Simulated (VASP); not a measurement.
# Si (Fd-3m) in VASP: single point with HSE06

Aim: the single point of Si with HSE06.

All numbers are computed with VASP 6.6.1; they aren't measurements. Logs are shortened: lines on timing, memory, paths and dates and some standing lists are left out, and cuts for length are marked.

## (1) The cell of the first run

The structure is cubic, space group Fd-3m (No. 227). The conventional cell has a = 5.470 Å, b = 5.470 Å, c = 5.470 Å, α = 90.00°, β = 90.00°, γ = 90.00°. Within 3.1 Å of Si (site symmetry -43m) lie 4 Si at 2.37 Å.

## (2) Single point, HSE06

POSCAR reads:

```
Si
1.0
    0.0000000000      2.7350468771      2.7350468771
    2.7350468771      0.0000000000      2.7350468771
    2.7350468771      2.7350468771      0.0000000000
Si
2
Direct
    0.7500000000      0.7500000000      0.7500000000
    0.5000000000      0.5000000000      0.5000000000
```

INCAR.step1 reads:

```
SYSTEM = Si
  PREC = Accurate
  ENCUT = 520
  EDIFF = 1E-5
  ISMEAR = 0
  SIGMA = 0.01
  LREAL = .False.
  LASPH = .True.
  NELM = 60
  ALGO = Normal
  ISIF = 2
  LWAVE = .True.
  LCHARG = .False.
  GGA = PE
  NBANDS = 11
```

INCAR.step2 reads:

```
SYSTEM = Si
  PREC = Accurate
  ENCUT = 520
  EDIFF = 1E-6
  ISMEAR = 0
  SIGMA = 0.01
  LREAL = .False.
  LASPH = .True.
  NELM = 60
  ALGO = Normal
  ISIF = 2
  LWAVE = .False.
  LCHARG = .False.
  GGA = PE
  LHFCALC = .True.
  HFSCREEN = 0.2079
  PRECFOCK = Normal
  ISTART = 1
  NBANDS = 11
```

KPOINTS reads:

```
Automatic mesh
0
Gamma
  8 8 8
  0 0 0
```

Potentials or basis: VASP PAW PBE potentials, release 64 (Si).

On the command line:

```bash
$ cat potpaw_PBE.64/Si/POTCAR > POTCAR
$ cp INCAR.step1 INCAR
$ mpirun -np 1 vasp_std > vasp.out
$ cp INCAR.step2 INCAR
$ mpirun -np 1 vasp_std > vasp.out
```

OUTCAR:

```text
SYSTEM = Si
   PREC = Accurate
   ENCUT = 520
   EDIFF = 1E-6
   ISMEAR = 0
   LREAL = .False.
   LASPH = .True.
   NELM = 60
   ISIF = 2
   GGA = PE
   LHFCALC = .True.
   HFSCREEN = 0.2079
   PRECFOCK = Normal
   ISTART = 1

 ion  position               nearest neighbor table
   1  0.750  0.750  0.750-   2 2.37   2 2.37   2 2.37   2 2.37
   2  0.500  0.500  0.500-   1 2.37   1 2.37   1 2.37   1 2.37

  LATTYP: Found a face centered cubic cell.
 ALAT       =     5.4700937542

  Lattice vectors:

 A1 = (   0.0000000000,   2.7350468771,   2.7350468771)
 A2 = (   2.7350468771,   0.0000000000,   2.7350468771)
 A3 = (   2.7350468771,   2.7350468771,   0.0000000000)

Analysis of symmetry for initial positions (statically):
=====================================================================
 Subroutine PRICEL returns:
 Original cell was already a primitive cell.

 Routine SETGRP: Setting up the symmetry group for a
 face centered cubic supercell.

 Subroutine GETGRP returns: Found 48 space group operations
 (whereof 24 operations were pure point group operations)
 out of a pool of 48 trial point group operations.

The static configuration has the point symmetry T_d .
 The point group associated with its full space group is O_h .

Analysis of symmetry for dynamics (positions and initial velocities):
=====================================================================
 Subroutine PRICEL returns:
 Original cell was already a primitive cell.

 Routine SETGRP: Setting up the symmetry group for a
 face centered cubic supercell.

 Subroutine GETGRP returns: Found 48 space group operations
 (whereof 24 operations were pure point group operations)
 out of a pool of 48 trial point group operations.

The dynamic configuration has the point symmetry T_d .
 The point group associated with its full space group is O_h .

 Subroutine INISYM returns: Found 48 space group operations
 (whereof 24 operations are pure point group operations),
 and found     1 'primitive' translations

----------------------------------------------------------------------------------------

                                     Primitive cell

  volume of cell :      40.9189

  direct lattice vectors                    reciprocal lattice vectors
     0.000000000  2.735046877  2.735046877    -0.182812223  0.182812223  0.182812223
     2.735046877  0.000000000  2.735046877     0.182812223 -0.182812223  0.182812223
     2.735046877  2.735046877  0.000000000     0.182812223  0.182812223 -0.182812223

  length of vectors
     3.867940387  3.867940387  3.867940387     0.316640059  0.316640059  0.316640059

  position of ions in fractional coordinates (direct lattice)
     0.750000000  0.750000000  0.750000000
     0.500000000  0.500000000  0.500000000

  ion indices of the primitive-cell ions
   primitive index   ion index
                 1           1
                 2           2

----------------------------------------------------------------------------------------

 KPOINTS: Automatic mesh

Automatic generation of k-mesh.
 Grid dimensions read from file:
 generate k-points for:    8    8    8

 Generating k-lattice:

  Cartesian coordinates                     Fractional coordinates (reciprocal lattice)
    -0.022851528  0.022851528  0.022851528     0.125000000  0.000000000  0.000000000
     0.022851528 -0.022851528  0.022851528     0.000000000  0.125000000  0.000000000
     0.022851528  0.022851528 -0.022851528     0.000000000  0.000000000  0.125000000

  Length of vectors
     0.039580007  0.039580007  0.039580007

  Shift w.r.t. Gamma in fractional coordinates (k-lattice)
     0.000000000  0.000000000  0.000000000

 Subroutine IBZKPT returns following result:
 ===========================================

 Found     29 irreducible k-points:

 Following reciprocal coordinates:
            Coordinates               Weight
  0.000000  0.000000  0.000000      1.000000
  0.125000  0.000000  0.000000      8.000000
  0.250000  0.000000  0.000000      8.000000
  0.375000  0.000000  0.000000      8.000000
  0.500000  0.000000  0.000000      4.000000
  0.125000  0.125000  0.000000      6.000000
[... 16 lines left out ...]
  0.500000  0.250000  0.125000     48.000000
 -0.375000  0.250000  0.125000     24.000000
 [... further k-points ...]
   k-points           NKPTS =     29   k-points in BZ     NKDIM =    512   number of bands    NBANDS=     11
   number of dos      NEDOS =    301   number of ions     NIONS =      2
   total plane-waves  NPLWV =  27000
   dimension x,y,z NGX =    30 NGY =   30 NGZ =   30
   dimension x,y,z NGXF=    60 NGYF=   60 NGZF=   60
   ions per type =               2
   NGX,Y,Z   is equivalent  to a cutoff of  12.89, 12.89, 12.89 a.u.
   NGXF,Y,Z  is equivalent  to a cutoff of  25.79, 25.79, 25.79 a.u.
 SYSTEM =  Si
   PREC   = accura    normal or accurate (medium, high low for compatibility)
   ISTART =      1    job   : 0-new  1-cont  2-samecut
   ICHARG =      0    charge: 1-file 2-atom 10-const
   ISPIN  =      1    spin polarized calculation?
   LNONCOLLINEAR =      F non collinear calculations
   LSORBIT =      F    spin-orbit coupling
   LASPH  =      T    aspherical Exc in radial PAW
   ENCUT  =  520.0 eV  38.22 Ry    6.18 a.u.   7.19  7.19  7.19*2*pi/ulx,y,z
   NELM   =     60;   NELMIN=  2; NELMDL=  0     # of ELM steps
   EDIFF  = 0.1E-05   stopping-criterion for ELM
   LREAL  =      F    real-space projection
   EDIFFG = 0.1E-04   stopping-criterion for IOM
   NSW    =      0    number of steps for IOM
   IBRION =     -1    ionic relax: 0-MD 1-quasi-New 2-CG
   NFREE  =      0    steps in history (QN), initial steepest desc. (CG)
   ISIF   =      2    stress and relaxation
   ISYM   =      3    0-nonsym 1-usesym 2-fastsym
   POTIM  = 0.5000    time-step for ionic-motion
   TEBEG  =    0.0;   TEEND  =   0.0 temperature during run
   PSTRESS=    0.0 pullay stress
   NELECT =       8.0000    total number of electrons
   NUPDOWN=      -1.0000    fix difference up-down
   EMIN   =  10.00;   EMAX   =-10.00  energy-range for DOS
   EFERMI =   0.00;   METHOD = LEGACY
   ISMEAR =     0;   SIGMA  =   0.01  broadening in eV -4-tet -1-fermi 0-gaus
   EFERMI_NEDOS =   21; number of points for ismear=-14 and -15
   IALGO  =     38    algorithm
   IMIX   =      1    mixing-type and parameters
     AMIX     =   0.40;   BMIX     =  1.00
     AMIX_MAG =   1.60;   BMIX_MAG =  1.00
  volume/ion in A,a.u.               =      20.46       138.07
  Fermi-wavevector in a.u.,A,eV,Ry     =   0.950160  1.795542 12.283393  0.902804
  Thomas-Fermi vector in A             =   2.078511
   LORBIT       =      0    0 simple, 1 ext, 2 COOP (PROOUT), +10 PAW based schemes
   GGA     = PE    functional components
   LHFCALC =     T    Hartree Fock is set to
   PRECFOCK=normal    Normal, Fast or Accurate (Low or Medium for compatibility)
   ENCUT4O =  -1.0   cutoff for four orbital integrals eV
   NKREDX  =     1    reduce k-point grid by
   NKREDY  =     1    reduce k-point grid by
   NKREDZ  =     1    reduce k-point grid by
   AEXX    =    0.2500 exact exchange contribution
   HFSCREEN=    0.2079 screening length (either q_TF or 0.3 A-1)
   HFSCREENC=   0.2079 screening length for correlation (either q_TF or 0.3 A-1)
   ENCUTFOCK=  -1.0 apply spherical cutoff to Coloumb kernel
   IVDW    =     0    specifies the selected vdW correction
   LEPSILON=     F    determine dielectric tensor
   LRPA    =     F    only Hartree local field effects (RPA)
 non-spin polarized calculation
 Gauss-broadening in eV      SIGMA  =   0.01
  energy-cutoff  :      520.00
  volume of cell :       40.92
 maximum number of plane-waves:      1124
 NGX is ok and might be reduce to    30
  NGX = 24; NGY = 24; NGZ = 24

 number of electron       8.0000001 magnetization

 Free energy of the ion-electron system (eV)
  ---------------------------------------------------
  ext. energy  EPLUGINS =         0.00000000
  ---------------------------------------------------
  free energy    TOTEN  =       -12.54476659 eV

  energy without entropy =      -12.54476659  energy(sigma->0) =      -12.54476659

 E-fermi :   5.3741     XC(G=0):  -7.7844

 val. band max:        5.2582505652   @ k =   0.0000   0.0000   0.0000
 cond. band min:       6.4763600919   @ k =   0.3750   0.3750   0.0000
 fundamental gap:      1.2181095267
 Fermi energy:         5.3741036055

 k-point     1 :       0.0000    0.0000    0.0000
  band No.  band energies     occupation
      1      -7.8741      2.00000
      2       5.2583      2.00000
      3       5.2583      2.00000
      4       5.2583      2.00000
      5       8.5683      0.00000
      6       8.5683      0.00000
      7       8.5683      0.00000
      8       9.3047      0.00000
      9      13.9562      0.00000
     10      14.0235      0.00000
     11      14.0235      0.00000

 k-point     2 :       0.1250    0.0000    0.0000
  band No.  band energies     occupation
      1      -7.6519      2.00000
      2       3.5723      2.00000
      3       4.9645      2.00000
      4       4.9645      2.00000
      5       8.4572      0.00000
      6       9.0072      0.00000
      7       9.0072      0.00000
      8      10.7175      0.00000
      9      13.4972      0.00000
     10      13.4972      0.00000
     11      14.7963      0.00000

 k-point     3 :       0.2500    0.0000    0.0000
  band No.  band energies     occupation
      1      -7.0033      2.00000
      2       1.0116      2.00000
      3       4.4589      2.00000
      4       4.4589      2.00000
      5       7.9376      0.00000
      6       9.5635      0.00000
      7       9.5635      0.00000
      8      13.0581      0.00000
      9      13.4432      0.00000
     10      13.4432      0.00000
     11      15.0954      0.00000
[... 267 lines left out ...]
 k-point    23 :       0.5000    0.2500    0.1250
  band No.  band energies     occupation
      1      -5.4562      2.00000
      2      -1.1334      2.00000
      3       1.7276      2.00000
      4       3.2181      2.00000
      5       8.8555      0.00000
      6       9.5708      0.00000
      7      11.1359      0.00000
      8      12.1111      0.00000
      9      15.3352      0.00000
     10      16.0655      0.00000
     11      18.2578      0.00000

 k-point    24 :      -0.3750    0.2500    0.1250
  band No.  band energies     occupation
      1      -4.7479      2.00000
      2      -2.1669      2.00000
      3       1.5806      2.00000
      4       2.9705      2.00000
      5       9.0547      0.00000
      6       9.1255      0.00000
      7      12.0887      0.00000
      8      13.3309      0.00000
      9      13.6616      0.00000
     10      16.9262      0.00000
     11      18.0755      0.00000

 [... further k-points ...]

------------------------ aborting loop because EDIFF is reached ----------------------------------------

  FORCE on cell =-STRESS in cart. coord.  units (eV):
  Direction    XX          YY          ZZ          XY          YZ          ZX
  --------------------------------------------------------------------------------------
  -------------------------------------------------------------------------------------
  Total       -0.4905635     -0.4905635     -0.4905635      0.0000000      0.0000000      0.0000000
  in kB      -19.2079722    -19.2079722    -19.2079722      0.0000000      0.0000000      0.0000000
  external PRESSURE =     -19.2079722 kB  Pullay stress =       0.0000000 kB

 VOLUME and BASIS-vectors are now :
 -----------------------------------------------------------------------------
  energy-cutoff  :      520.00
  volume of cell :       40.92
      direct lattice vectors                 reciprocal lattice vectors
     0.000000000  2.735046877  2.735046877    -0.182812223  0.182812223  0.182812223
     2.735046877  0.000000000  2.735046877     0.182812223 -0.182812223  0.182812223
     2.735046877  2.735046877  0.000000000     0.182812223  0.182812223 -0.182812223

 POSITION                                       TOTAL-FORCE (eV/Angst)
 -----------------------------------------------------------------------------------
      4.10257      4.10257      4.10257         0.000000      0.000000      0.000000
      2.73505      2.73505      2.73505        -0.000000     -0.000000     -0.000000
 -----------------------------------------------------------------------------------
    total drift:                               -0.000000      0.000000     -0.000000

  FREE ENERGIE OF THE ION-ELECTRON SYSTEM (eV)
  ---------------------------------------------------
  free  energy   TOTEN  =       -12.5447665864 eV

  energy  without entropy=      -12.5447665864  energy(sigma->0) =      -12.54476659
```

Wall time 83 min (1 thread of Oxide Virtual Turin-like, shared host); peak memory 0.27 GiB.

What came out:

```
Free energy            : -12.5448 eV
Pressure               : -1.9 GPa
Band gap on the k mesh : 1.22 eV (least direct gap 3.31 eV)
```

Caveat: the PAW data sets were made with another functional, which shifts forces and pressure a little. A k mesh can miss the band edges.
